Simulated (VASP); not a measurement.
Wanted: the native input for a VASP 6.6.1 run.

```
Task                   : single point
Functional             : PBE
Potentials or basis    : VASP PAW PBE potentials, release 64 (As)
Cutoff                 : 520 eV
k mesh                 : 6 × 6 × 6
Occupations            : gaussian, width 0.1 eV
Spin                   : no spin polarisation
Dipole correction      : no
Further INCAR settings : ALGO = Normal; EDIFF = 1e-06; NBANDS = 24
```

The structure of As lies in POSCAR:

```
As
1.0
   -3.1560335100      3.1560335100      2.1853653900
    3.1560335100     -3.1560335100      2.1853653900
    3.1560335100      3.1560335100     -2.1853653900
As
6
Direct
    0.0000000000      0.0000000000      0.0000000000
    0.7500000000      0.2500000000      0.5000000000
    0.3750000000      0.6250000000      0.7500000000
    0.3750000000      0.1250000000      0.7500000000
    0.3750000000      0.6250000000      0.2500000000
    0.8750000000      0.6250000000      0.2500000000
```

One way to write it, as run:

INCAR

```
PREC     = Accurate       # precision mode
ENCUT    = 520            # plane-wave cutoff, eV
EDIFF    = 1E-6           # SCF threshold, eV
ISMEAR   = 0              # smearing method
SIGMA    = 0.1            # smearing width, eV
LREAL    = F              # projectors in reciprocal space
LASPH    = T              # aspherical terms in the spheres
NELM     = 60             # most SCF steps
ALGO     = Normal         # electronic algorithm
ISIF     = 2              # what is computed and relaxed
LWAVE    = F              # write WAVECAR
LCHARG   = F              # write CHGCAR
GGA      = PE             # functional
NBANDS   = 24             # bands
```

KPOINTS

```
Automatic mesh
0
Gamma
  6 6 6
```

Potentials or basis: VASP PAW PBE potentials, release 64 (As).

The run is started by

```console
$ cat potpaw_PBE.64/As/POTCAR > POTCAR
$ mpirun -np 1 vasp_std > vasp.out
```

It gave:

- Pressure: 67.3 GPa
- Band gap on the k mesh: zero (band 15 reaches 10.89 eV, above the bottom of band 16 at 8.69 eV)

Run time: 2.1 min on 1 thread of AMD EPYC 7R43 64-Core Processor (Zen 3), on a shared host, peak memory 0.2 GiB.
